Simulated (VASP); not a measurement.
Wanted: the native input for a VASP 6.6.1 run.

```yaml
Task: single point
Functional: PBE
Potentials_or_basis: VASP PAW PBE potentials, release 64 (Cu, S)
Cutoff: 520 eV
k_mesh: 4 × 4 × 4
Occupations: gaussian, width 0.1 eV
Spin: no spin polarisation
Dipole_correction: no
Further_INCAR_settings: ALGO = Normal; EDIFF = 1e-06; NBANDS = 28
```

The structure of Cu3S lies in POSCAR:

```
Cu3S
1.0
    3.7136113576      0.0000000000      0.0000000000
    0.0000000000      3.7136113576      0.0000000000
    0.0000000000      0.0000000000      3.7136113576
Cu S
3 1
Direct
    0.0000000000      0.5000000000      0.5000000000
    0.5000000000      0.0000000000      0.5000000000
    0.5000000000      0.5000000000      0.0000000000
    0.0000000000      0.0000000000      0.0000000000
```

These files were run (other wordings do the same):

INCAR

```
SYSTEM = Cu3S
PREC     = Accurate       ! precision mode
ENCUT    = 520            ! plane-wave cutoff, eV
EDIFF    = 1E-6           ! SCF threshold, eV
ISMEAR   = 0              ! smearing method
SIGMA    = 0.1            ! smearing width, eV
LREAL    = .FALSE.        ! projectors in reciprocal space
LASPH    = .TRUE.         ! aspherical terms in the spheres
NELM     = 100            ! most SCF steps
ALGO     = Normal         ! electronic algorithm
ISIF     = 2              ! what is computed and relaxed
LWAVE    = .FALSE.        ! write WAVECAR
LCHARG   = .FALSE.        ! write CHGCAR
GGA      = PE             ! functional
NBANDS   = 28             ! bands
```

KPOINTS

```
Automatic mesh
0
G
  4 4 4
  0 0 0
```

Potentials or basis: VASP PAW PBE potentials, release 64 (Cu, S).

Run with:

```console
$ cat potpaw_PBE.64/Cu/POTCAR potpaw_PBE.64/S/POTCAR > POTCAR
$ mpirun -np 1 vasp_std > vasp.out
```

Results of the run:

The pressure is 0.5 GPa and the band gap on the k mesh is zero (an odd number of electrons rules out a gap without spin polarisation).

Caveat: the k points lie up to 0.42 Å⁻¹ apart, too coarse for converged energies and pressures of a metal.

Wall time 9.2 s on 1 thread of Intel(R) Xeon(R) 6975P-C (Granite Rapids), with other jobs on the host, peak memory 0.15 GiB.
